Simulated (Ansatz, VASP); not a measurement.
## C: VASP beside Ansatz

The input INCAR:

```
SYSTEM = C
  PREC = Accurate
  ENCUT = 520
  EDIFF = 1E-6
  ISMEAR = 0
  SIGMA = 0.05
  LREAL = .False.
  LASPH = .True.
  NELM = 80
  ALGO = Normal
  ISIF = 2
  LWAVE = .False.
  LCHARG = .False.
  GGA = PE
  NBANDS = 11
```

KPOINTS

```
regular mesh
0
Gamma
  12 12 12
  0 0 0
```

File POSCAR:

```
C
1.0
    0.0000000000      1.6867334236      1.8575995194
    1.6867334236      0.0000000000      1.8575995194
    1.6867334236      1.6867334236      0.0000000000
C
2
Direct
    0.5000000000      0.5000000000      0.5000000000
    0.7500000000      0.7500000000      0.7500000000
```

Input for Ansatz:

```yaml
crystal:
  lattice:
    - [0.0, 1.6867334236, 1.8575995194]
    - [1.6867334236, 0.0, 1.8575995194]
    - [1.6867334236, 1.6867334236, 0.0]
  atoms:
    - { symbol: C, position: [0.5, 0.5, 0.5] }
    - { symbol: C, position: [0.75, 0.75, 0.75] }
basis:
  ecutwfc: 520.0
kpoints:
  mp_grid: { grid: [12, 12, 12] }
hamiltonian:
  xc: pbe
  pseudopotentials: { kind: paw, azcp: { folder: soft_1 } }
scf:
  occupations: { method: gaussian, width: 0.05 }
output:
  forces: true
  stress: true
  eigenvalues: true
  write_density: true
  write_potential: true
  elf: true
  volumetric_format: npy
```

Alike in both runs: task single point; functional PBE; k mesh 12 × 12 × 12; occupations gaussian, width 0.05 eV; no spin polarisation.

|  | VASP | Ansatz |
| --- | --- | --- |
| version | VASP 6.6.1 | Ansatz 0.2.0 |
| potentials or method | VASP PAW PBE potentials, release 64 (C), cutoff 520 eV | scalar-relativistic, plane waves, PAW |
| valence electrons in the cell | 8 | 8 |

Ansatz gave:

```
gap on the k mesh at the Fermi level (eV) : 3.06
least direct gap on the mesh (eV)         : 4.91
```

Q: Estimate VASP's values.

A: gap on the k mesh at the Fermi level (eV): 3.05; least direct gap on the mesh (eV): 4.90.
